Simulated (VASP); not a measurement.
**ZnSe: single point with PBEsol**

The system is ZnSe.

```xyz
2
Lattice="0.0000 2.8338 2.8338 2.8338 0.0000 2.8338 2.8338 2.8338 0.0000" Properties=species:S:1:pos:R:3 pbc="T T T"
Se    4.2507    4.2507    4.2507
Zn    0.0000    0.0000    0.0000
```

```json
{
 "Program": "VASP 6.6.1",
 "Task": "single point",
 "Functional": "PBEsol",
 "Potentials or basis": "VASP PAW PBE potentials, release 64 (Se, Zn)",
 "Cutoff": "520 eV",
 "k mesh": "8 × 8 × 8",
 "Occupations": "fermi-dirac, width 0.05 eV",
 "Spin": "non-collinear spin, zero start, spin-orbit coupling",
 "Starting moments": "[[0.0, 0.0, 0.0], [0.0, 0.0, 0.0]] μB"
}
```

* Pressure: -0.8 GPa
* Net moment: 0.00 μB per cell
* Valence electrons inside the program's atomic spheres: Se 3.88; Zn 10.77

Moments on the atoms (μB; x, y, z):
```
Se  0.00 0.00 0.00
Zn  0.00 0.00 0.00
```

Run time: 99 s on 1 thread of AMD EPYC 7R13 Processor (Zen 3), on a shared host, peak memory 0.29 GiB.

Caveat: the PAW data sets were made with another functional, which shifts forces and pressure a little.
